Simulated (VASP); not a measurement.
# Al2Cu (Immm) in VASP: further runs

Al2Cu is run at these levels: PBE; tasks: single point.

Program: VASP 6.6.1. These are calculated values, not measurements. Logs are shortened: lines on timing, memory, paths and dates and some standing lists are left out, and cuts for length are marked.

## (1) The cell of the first run

It takes space group Immm (No. 71, orthorhombic). Conventional cell: a = 4.089 Å, b = 4.089 Å, c = 5.783 Å, α = 90.00°, β = 90.00°, γ = 90.00°. Within 3.3 Å of Al (site symmetry mm2) lie 4 Cu at 2.49 to 2.52 Å and 6 Al at 2.83 to 2.95 Å. Cu (site symmetry mmm) has 8 Al at 2.49 to 2.52 Å within 3.3 Å.

## (2) Single point, PBE (atoms displaced along a vibrational mode)

File INCAR:

```
PREC = Accurate ; ENCUT = 520
EDIFF = 1E-6 ; ISMEAR = 0
SIGMA = 0.15 ; LREAL = F
LASPH = T ; NELM = 80
ALGO = Fast ; ISIF = 2
LWAVE = F ; LCHARG = F
GGA = PE ; NBANDS = 16
```

File KPOINTS:

```
regular mesh
0
Gamma
  14 14 14
```

File POSCAR:

```
Al2Cu
1.0
   -2.0446004822      2.0446004822      2.8914013846
    2.0446004822     -2.0446004822      2.8914013846
    2.0446004822      2.0446004822     -2.8914013846
Al Cu
2 1
Direct
    0.7448122042      0.2448122042      0.5000000000
    0.2551877958      0.7551877958      0.5000000000
    0.5000000000      0.5000000000      0.0000000000
```

Potentials or basis: VASP PAW PBE potentials, release 64 (Al, Cu).

Started as:

```console
$ cat potpaw_PBE.64/Al/POTCAR potpaw_PBE.64/Cu/POTCAR > POTCAR
$ mpirun -np 1 vasp_std > vasp.out
```

OUTCAR:

```text
PREC = Accurate
   ENCUT = 520
   EDIFF = 1E-6
   ISMEAR = 0
   LREAL = F
   LASPH = T
   NELM = 80
   ISIF = 2
   GGA = PE

 ion  position               nearest neighbor table
   1  0.745  0.245  0.500-   3 2.49   3 2.49   3 2.52   3 2.52   2 2.83   2 2.89   2 2.89   2 2.89
                             2 2.89   2 2.95
   2  0.255  0.755  0.500-   3 2.49   3 2.49   3 2.52   3 2.52   1 2.83   1 2.89   1 2.89   1 2.89
                             1 2.89   1 2.95
   3  0.500  0.500  0.000-   1 2.49   2 2.49   1 2.49   2 2.49   1 2.52   2 2.52   2 2.52   1 2.52

  LATTYP: Found a body centered tetragonal cell.
 ALAT       =     4.0892009644
 C/A-ratio  =     1.4141644834

  Lattice vectors:

 A1 = (  -2.0446004822,   2.0446004822,   2.8914013846)
 A2 = (   2.0446004822,  -2.0446004822,   2.8914013846)
 A3 = (   2.0446004822,   2.0446004822,  -2.8914013846)

Analysis of symmetry for initial positions (statically):
=====================================================================
 Subroutine PRICEL returns:
 Original cell was already a primitive cell.

 Routine SETGRP: Setting up the symmetry group for a
 body centered tetragonal supercell.

 Subroutine GETGRP returns: Found  8 space group operations
 (whereof  8 operations were pure point group operations)
 out of a pool of 16 trial point group operations.

The static configuration has the point symmetry D_2h.

Analysis of symmetry for dynamics (positions and initial velocities):
=====================================================================
 Subroutine PRICEL returns:
 Original cell was already a primitive cell.

 Routine SETGRP: Setting up the symmetry group for a
 body centered tetragonal supercell.

 Subroutine GETGRP returns: Found  8 space group operations
 (whereof  8 operations were pure point group operations)
 out of a pool of 16 trial point group operations.

The dynamic configuration has the point symmetry D_2h.

 Subroutine INISYM returns: Found  8 space group operations
 (whereof  8 operations are pure point group operations),
 and found     1 'primitive' translations

----------------------------------------------------------------------------------------

                                     Primitive cell

  volume of cell :      48.3488

  direct lattice vectors                    reciprocal lattice vectors
[... 84 lines left out ...]
   LNONCOLLINEAR =      F non collinear calculations
   LSORBIT =      F    spin-orbit coupling
   LASPH  =      T    aspherical Exc in radial PAW
   ENCUT  =  520.0 eV  38.22 Ry    6.18 a.u.   7.60  7.60  7.60*2*pi/ulx,y,z
   NELM   =     80;   NELMIN=  2; NELMDL= -5     # of ELM steps
   EDIFF  = 0.1E-05   stopping-criterion for ELM
   LREAL  =      F    real-space projection
   EDIFFG = 0.1E-04   stopping-criterion for IOM
   NSW    =      0    number of steps for IOM
   IBRION =     -1    ionic relax: 0-MD 1-quasi-New 2-CG
   NFREE  =      0    steps in history (QN), initial steepest desc. (CG)
   ISIF   =      2    stress and relaxation
   ISYM   =      2    0-nonsym 1-usesym 2-fastsym
   POTIM  = 0.5000    time-step for ionic-motion
   TEBEG  =    0.0;   TEEND  =   0.0 temperature during run
   PSTRESS=    0.0 pullay stress
   NELECT =      17.0000    total number of electrons
   NUPDOWN=      -1.0000    fix difference up-down
   EMIN   =  10.00;   EMAX   =-10.00  energy-range for DOS
   EFERMI =   0.00;   METHOD = LEGACY
   ISMEAR =     0;   SIGMA  =   0.15  broadening in eV -4-tet -1-fermi 0-gaus
   EFERMI_NEDOS =   21; number of points for ismear=-14 and -15
   IALGO  =     68    algorithm
   IMIX   =      4    mixing-type and parameters
     AMIX     =   0.40;   BMIX     =  1.00
     AMIX_MAG =   1.60;   BMIX_MAG =  1.00
  volume/ion in A,a.u.               =      16.12       108.76
  Fermi-wavevector in a.u.,A,eV,Ry     =   1.155481  2.183542 18.165624  1.335136
  Thomas-Fermi vector in A             =   2.292109
   LORBIT       =      0    0 simple, 1 ext, 2 COOP (PROOUT), +10 PAW based schemes
   GGA     = PE    functional components
   LHFCALC =     F    Hartree Fock is set to
   AEXX    =    0.0000 exact exchange contribution
   IVDW    =     0    specifies the selected vdW correction
   LEPSILON=     F    determine dielectric tensor
   LRPA    =     F    only Hartree local field effects (RPA)
 non-spin polarized calculation
 RMM-DIIS sequential band-by-band and
 Gauss-broadening in eV      SIGMA  =   0.15
  energy-cutoff  :      520.00
  volume of cell :       48.35
 maximum number of plane-waves:      1323
   NGX = 15   NGY = 15   NGZ = 15

 number of electron      16.9999990 magnetization

 Free energy of the ion-electron system (eV)
  ---------------------------------------------------
  ext. energy  EPLUGINS =         0.00000000
  ---------------------------------------------------
  free energy    TOTEN  =       -11.74545892 eV

  energy without entropy =      -11.73487166  energy(sigma->0) =      -11.74016529

 E-fermi :   6.9016     XC(G=0): -10.4055

 val. band max:        6.8959777687   @ k =   0.0000   0.1429   0.0000
 cond. band min:       6.9036302533   @ k =  -0.2857   0.1429   0.0000
 fundamental gap:      0.0076524845
 Fermi energy:         6.9015880304

 k-point     1 :       0.0000    0.0000    0.0000
  band No.  band energies     occupation
      1      -3.2221      2.00000
      2       2.3805      2.00000
      3       2.3970      2.00000
      4       2.4193      2.00000
      5       2.9474      2.00000
      6       2.9498      2.00000
[... 433 lines left out ...]
      3       2.5330      2.00000
      4       2.5746      2.00000
      5       2.9395      2.00000
      6       3.0039      2.00000
[... 8 lines left out ...]
     15      15.0955      0.00000
     16      17.1729      0.00000

 [... further k-points ...]
[... 5 lines left out ...]
  --------------------------------------------------------------------------------------
  -------------------------------------------------------------------------------------
  Total        0.3585394     -0.2116821      0.1162995      0.0000000      0.0000000      0.0000000
  in kB       11.8812496     -7.0147046      3.8539238      0.0000000      0.0000000      0.0000000
  external PRESSURE =       2.9068229 kB  Pullay stress =       0.0000000 kB

 VOLUME and BASIS-vectors are now :
 -----------------------------------------------------------------------------
  energy-cutoff  :      520.00
  volume of cell :       48.35
      direct lattice vectors                 reciprocal lattice vectors
    -2.044600482  2.044600482  2.891401385     0.000000000  0.244546553  0.172926527
     2.044600482 -2.044600482  2.891401385     0.244546553  0.000000000  0.172926527
     2.044600482  2.044600482 -2.891401385     0.244546553  0.244546553  0.000000000

 POSITION                                       TOTAL-FORCE (eV/Angst)
 -----------------------------------------------------------------------------------
      0.00000      2.04460      1.41570         0.000000      0.000000      0.222642
      2.04460      0.00000      1.47570        -0.000000     -0.000000     -0.222642
      0.00000      0.00000      2.89140         0.000000      0.000000      0.000000
 -----------------------------------------------------------------------------------
    total drift:                                0.000000     -0.000000      0.000000

  FREE ENERGIE OF THE ION-ELECTRON SYSTEM (eV)
  ---------------------------------------------------
  free  energy   TOTEN  =       -11.7454589219 eV

  energy  without entropy=      -11.7348716566  energy(sigma->0) =      -11.74016529
```

OSZICAR:

```text
N       E                     dE             d eps       ncg     rms          rms(c)
DAV:   1     0.623601065435E+02    0.62360E+02   -0.68428E+03 13712   0.112E+03
DAV:   2    -0.114621250840E+02   -0.73822E+02   -0.65174E+02 14736   0.199E+02
DAV:   3    -0.140073506346E+02   -0.25452E+01   -0.24907E+01 18632   0.422E+01
DAV:   4    -0.140632649205E+02   -0.55914E-01   -0.55893E-01 16032   0.531E+00
DAV:   5    -0.140661491614E+02   -0.28842E-02   -0.28842E-02 21312   0.136E+00    0.151E+01
RMM:   6    -0.163949888760E+02   -0.23288E+01   -0.39084E+01 17250   0.945E+01    0.131E+01
RMM:   7    -0.118453335344E+02    0.45497E+01   -0.11324E+01 15524   0.534E+01    0.167E+00
RMM:   8    -0.117607322247E+02    0.84601E-01   -0.65514E-01 14572   0.126E+01    0.772E-01
RMM:   9    -0.117448609886E+02    0.15871E-01   -0.10196E-01 15261   0.180E+00    0.198E-01
RMM:  10    -0.117464577133E+02   -0.15967E-02   -0.85615E-03 18156   0.820E-01    0.200E-01
RMM:  11    -0.117456313808E+02    0.82633E-03   -0.25505E-03 17975   0.475E-01    0.718E-02
RMM:  12    -0.117455946623E+02    0.36718E-04   -0.77308E-04 19322   0.268E-01    0.922E-02
RMM:  13    -0.117454552814E+02    0.13938E-03   -0.25000E-04 17944   0.178E-01    0.193E-02
RMM:  14    -0.117454716849E+02   -0.16404E-04   -0.82953E-05 19071   0.716E-02    0.275E-02
RMM:  15    -0.117454677408E+02    0.39441E-05   -0.11445E-05 18689   0.317E-02    0.275E-02
RMM:  16    -0.117454585990E+02    0.91418E-05   -0.19811E-05 17090   0.592E-02    0.818E-03
RMM:  17    -0.117454589219E+02   -0.32291E-06   -0.27015E-06 13927   0.126E-02
   1 F= -.11745459E+02 E0= -.11740165E+02  d E =-.105873E-01
```

stdout:

```text
POSCAR found type information on POSCAR AlCu
 POSCAR found :  2 types and       3 ions
 scaLAPACK will be used
 LDA part: xc-table for (Slater+PW92), standard interpolation
 POSCAR, INCAR and KPOINTS ok, starting setup
 FFT: planning ... GRIDC
 FFT: planning ... GRID_SOFT
 FFT: planning ... GRID
 WAVECAR not read
 entering main loop
WARNING in EDDRMM: call to ZHEGV failed, returncode =   8  4     15
```

Wall time 11 min (1 thread of Intel Xeon 8259CL, shared host); peak memory 0.42 GiB.

What came out:

| Property | Result |
| --- | --- |
| Free energy | -11.7455 eV |
| Pressure | 0.3 GPa |
| Largest force | 0.223 eV/Å |
| Band gap on the k mesh | zero (an odd number of electrons rules out a gap without spin polarisation) |

Forces on the atoms (eV/Å):
```
Al   0.000  0.000  0.223
Al   0.000  0.000 -0.223
Cu   0.000  0.000  0.000
```

Caveat: the cell differs from its parent crystal (atoms displaced along a vibrational mode).

## (3) Single point, PBE (atoms displaced along a vibrational mode)

File INCAR:

```
SYSTEM = Al2Cu
ALGO = Fast
EDIFF = 1E-6
ENCUT = 520
GGA = PE
ISIF = 2
ISMEAR = 0
LASPH = .TRUE.
LCHARG = .FALSE.
LREAL = .FALSE.
LWAVE = .FALSE.
NBANDS = 16
NELM = 60
PREC = Accurate
SIGMA = 0.15
```

File KPOINTS:

```
k-points
0
G
  14 14 14
  0 0 0
```

File POSCAR:

```
Al2Cu
1.0
   -2.0446004822      2.0446004822      2.8914013846
    2.0446004822     -2.0446004822      2.8914013846
    2.0446004822      2.0446004822     -2.8914013846
Al Cu
2 1
Direct
    0.7344366126      0.2344366126      0.5000000000
    0.2655633874      0.7655633874      0.5000000000
    0.5000000000      0.5000000000      0.0000000000
```

Potentials or basis: VASP PAW PBE potentials, release 64 (Al, Cu).

Started as:

```console
$ cat potpaw_PBE.64/Al/POTCAR potpaw_PBE.64/Cu/POTCAR > POTCAR
$ mpirun -np 1 vasp_std > vasp.out
```

It took 11 min on 1 thread of Intel Xeon 8259CL, shared host; peak memory 0.42 GiB.

It converged, with:

| Property | Result |
| --- | --- |
| Free energy | -11.6905 eV |
| Pressure | 0.9 GPa |
| Largest force | 0.705 eV/Å |
| Band gap on the k mesh | zero (an odd number of electrons rules out a gap without spin polarisation) |

Forces in eV/Å, atoms in the order of the input:
```
Al   0.000  0.000  0.705
Al   0.000  0.000 -0.705
Cu   0.000  0.000  0.000
```

Stress tensor (GPa, compression positive):
```
 3.28  0.00  0.00
 0.00 -2.40  0.00
 0.00  0.00  1.79
```

Levels at points of the mesh, in eV from the Fermi level:
```
           k point  band 7  band 8  band 9  band 10  band 11  band 12
(0.00, 0.00, 0.00)    2.62    2.79    2.86     2.90     2.96     3.14
(0.50, 0.00, 0.00)   -3.79    0.43    0.98     2.56     3.04     3.71
(0.00, 0.50, 0.00)   -3.88    0.30    0.82     2.76     3.25     3.63
(0.50, 0.50, 0.00)   -3.65   -1.94   -1.92     0.27     1.54     8.97
(0.50, 0.50, 0.50)   -3.67   -1.99   -1.90     0.26     1.58     9.00
```

Caveat: the cell differs from its parent crystal (atoms displaced along a vibrational mode); the stress differs along the axes, from -2 to 3 GPa.

## (4) Single point, PBE (atoms displaced along a vibrational mode)

File INCAR:

```
SYSTEM = Al2Cu
PREC = Accurate ; ENCUT = 520
EDIFF = 1E-6 ; ISMEAR = 0
SIGMA = 0.15 ; LREAL = .FALSE.
LASPH = .TRUE. ; NELM = 100
ALGO = Fast ; ISIF = 2
LWAVE = .FALSE. ; LCHARG = .TRUE.
GGA = PE ; LELF = .TRUE.
LVHAR = .TRUE. ; NBANDS = 16
```

File KPOINTS:

```
regular mesh
0
G
  14 14 14
  0 0 0
```

File POSCAR:

```
Al2Cu
1.0
   -2.0446004822      2.0446004822      2.8914013846
    2.0446004822     -2.0446004822      2.8914013846
    2.0446004822      2.0446004822     -2.8914013846
Al Cu
2 1
Direct
    0.7396244084      0.2396244084      0.5000000000
    0.2603755916      0.7603755916      0.5000000000
    0.5000000000      0.5000000000      0.0000000000
```

Started as:

```console
$ cat potpaw_PBE.64/Al/POTCAR potpaw_PBE.64/Cu/POTCAR > POTCAR
$ mpirun -np 1 vasp_std > vasp.out
```

Run time: 10 min. Hardware: 1 thread of Intel Xeon 8259CL, shared host; peak memory 0.43 GiB.

The run converged. Its results:

- Free energy: -11.7252 eV
- Pressure: 0.6 GPa
- Largest force: 0.455 eV/Å
- Band gap on the k mesh: zero (an odd number of electrons rules out a gap without spin polarisation)

Forces in eV/Å, atoms in the order of the input:
```
Al   0.000  0.000  0.455
Al   0.000  0.000 -0.455
Cu   0.000  0.000  0.000
```

Stress tensor (GPa, compression positive):
```
 2.28  0.00  0.00
 0.00 -1.51  0.00
 0.00  0.00  0.96
```

Levels at points of the mesh, in eV from the Fermi level:
| k point | band 5 | band 6 | band 7 | band 8 | band 9 | band 10 | band 11 | band 12 | band 13 | band 14 |
| --- | --- | --- | --- | --- | --- | --- | --- | --- | --- | --- |
| (0.00, 0.00, 0.00) | -3.95 | -3.94 | 2.73 | 2.82 | 2.85 | 2.88 | 2.94 | 3.08 | 4.03 | 6.72 |
| (0.50, 0.00, 0.00) | -3.90 | -3.88 | -3.83 | 0.49 | 0.85 | 2.66 | 2.98 | 3.69 | 4.25 | 9.50 |
| (0.00, 0.50, 0.00) | -3.99 | -3.91 | -3.88 | 0.40 | 0.75 | 2.79 | 3.12 | 3.64 | 4.39 | 9.66 |
| (0.50, 0.50, 0.00) | -4.01 | -3.79 | -3.67 | -1.95 | -1.94 | 0.26 | 1.55 | 8.96 | 10.46 | 10.47 |
| (0.50, 0.50, 0.50) | -3.97 | -3.80 | -3.68 | -1.98 | -1.92 | 0.26 | 1.57 | 8.97 | 10.44 | 10.47 |

Caveat: the cell differs from its parent crystal (atoms displaced along a vibrational mode).

## (5) Summary

```tsv
cell	gap on the mesh (eV)	pressure (GPa)	largest force (eV/Å)
as given, atomic positions A	none	0.3	0.22
as given, atomic positions B	none	0.9	0.71
as given, atomic positions C	none	0.6	0.46
```

Alike in all rows: task single point; level PBE; potentials or basis VASP PAW PBE potentials, release 64 (Al, Cu); no spin polarisation; k mesh 14 × 14 × 14; cutoff (eV) 520; smearing gaussian 0.15 eV.

Caveats: the stress differs along the axes, from -2 to 3 GPa (at least some runs).

Total energies depend on the potentials used, so only differences within one code and one set of settings carry meaning.
